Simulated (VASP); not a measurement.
Here is a VASP 6.6.1 calculation.

The input POSCAR:

```
CdF2
1.0
    0.0000000000      2.7208544397      2.7208544397
    2.7208544397      0.0000000000      2.7208544397
    2.7208544397      2.7208544397      0.0000000000
Cd F
1 2
Direct
    0.0000000000      0.0000000000      0.0000000000
    0.2500000000      0.2500000000      0.2500000000
    0.7500000000      0.7500000000      0.7500000000
```

File INCAR.step1:

```
PREC = Accurate
ENCUT = 520
ISMEAR = 0
SIGMA = 0.01
LREAL = False
LASPH = True
NELM = 60
NBANDS = 20
GGA = PE
ALGO = Normal
EDIFF = 1E-4
LWAVE = True
LCHARG = False
```

The input INCAR.step2:

```
PREC = Accurate
ENCUT = 520
EDIFF = 1E-6
ISMEAR = 0
SIGMA = 0.01
LREAL = False
LASPH = True
NELM = 60
ALGO = Normal
ISIF = 2
LWAVE = False
LCHARG = False
METAGGA = R2SCAN
LMIXTAU = True
NBANDS = 20
ISTART = 1
```

KPOINTS

```
regular mesh
0
Gamma
  6 6 6
```

Potentials or basis: VASP PAW PBE potentials, release 64 (Cd, F).

Command:

```bash
$ cat potpaw_PBE.64/Cd/POTCAR potpaw_PBE.64/F/POTCAR > POTCAR
$ cp INCAR.step1 INCAR
$ mpirun -np 1 vasp_std > vasp.out
$ cp INCAR.step2 INCAR
$ mpirun -np 1 vasp_std > vasp.out
```

**Question.** What does it give for the band gap on the k mesh?

**Answer.** 3.66 eV, indirect (least direct gap 4.18 eV).

**Question.** What does it give for the pressure?

**Answer.** -2.3 GPa.

Caveat: the PAW data sets were made with another functional, which shifts forces and pressure a little. A k mesh can miss the band edges.
